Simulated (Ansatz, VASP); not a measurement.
## One calculation of CaS, two programs

Contents of INCAR:

```
PREC = Accurate
ENCUT = 500
EDIFF = 1E-6
ISMEAR = 0
SIGMA = 0.05
LREAL = False
LASPH = True
NELM = 120
ALGO = Normal
ISIF = 2
LWAVE = False
LCHARG = True
GGA = PE
IVDW = 12
LELF = True
LVHAR = True
NBANDS = 15
GGA_COMPAT = False
```

File KPOINTS:

```
regular mesh
0
Gamma
  8 8 8
```

The input POSCAR:

```
CaS
1.0
    0.0000000000      2.8541197848      2.8541197848
    2.8541197848      0.0000000000      2.8541197848
    2.8541197848      2.8541197848      0.0000000000
Ca S
1 1
Direct
    0.5000000000      0.5000000000      0.5000000000
    0.0000000000      0.0000000000      0.0000000000
```

Input for Ansatz:

```yaml
crystal:
  lattice:
    - [0.0, 2.8541197848, 2.8541197848]
    - [2.8541197848, 0.0, 2.8541197848]
    - [2.8541197848, 2.8541197848, 0.0]
  atoms:
    - { symbol: Ca, position: [0.5, 0.5, 0.5] }
    - { symbol: S, position: [0.0, 0.0, 0.0] }
basis:
  ecutwfc: 420
  ecutrho_ratio: 4
kpoints:
  mp_grid: { grid: [8, 8, 8] }
hamiltonian:
  xc: pbe
  dispersion: d3bj
scf:
  occupations: { method: gaussian, width: 0.05 }
output:
  forces: true
  stress: true
  eigenvalues: true
```

Alike in both runs: task single point; functional PBE; dispersion D3(BJ); k mesh 8 × 8 × 8; occupations gaussian, width 0.05 eV; no spin polarisation.

|  | VASP | Ansatz |
| --- | --- | --- |
| version | VASP 6.6.1 | Ansatz 0.2.0 |
| potentials or method | VASP PAW PBE potentials, release 64 (Ca_sv, S), cutoff 500 eV | scalar-relativistic, plane waves, PAW |
| valence electrons in the cell | 16 | 16 |

VASP gave:

| Item | Value |
| --- | --- |
| gap on the k mesh at the Fermi level (eV) | 2.37 |
| least direct gap on the mesh (eV) | 3.17 |
| pressure (GPa) | -2.1 |

Task: What did Ansatz give for the same quantities?

Result: gap on the k mesh at the Fermi level (eV): 2.38; least direct gap on the mesh (eV): 3.18; pressure (GPa): -2.2.
